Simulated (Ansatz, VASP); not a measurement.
# CoSi2 in VASP and in Ansatz

```
Co Si
1.0
     0.00000    2.46582    2.46582
     2.46582    0.00000    2.46582
     2.46582    2.46582    0.00000
Co Si
1 2
Direct
  0.00000 0.00000 0.00000
  0.25000 0.25000 0.25000
  0.75000 0.75000 0.75000
```

Change from the starting cell: volume scaled by 0.8, LAPW.

Alike in both runs: task single point; functional PBEsol; k mesh 11 × 11 × 11; occupations fermi-dirac, width 0.1 eV; no spin polarisation.

|  | VASP | Ansatz |
| --- | --- | --- |
| version | VASP 6.6.1 | Ansatz 0.2.0 |
| potentials or method | VASP PAW PBE potentials, release 64 (Co, Si), cutoff 600 eV | all-electron LAPW, scalar-relativistic |

VASP gave:

| Item | Value |
| --- | --- |
| pressure (GPa) | 71.1 |

**Question.** Which values does Ansatz return?

**Answer.** Pressure (GPa): 70.4.

VASP's potentials were made for PBE, not for PBEsol. Both programs put the cell under a high pressure, so it lies far from rest at this level. Ansatz ran all-electron here, and VASP with PAW potentials.

Noted on VASP's run: the cell as given lies far from equilibrium.
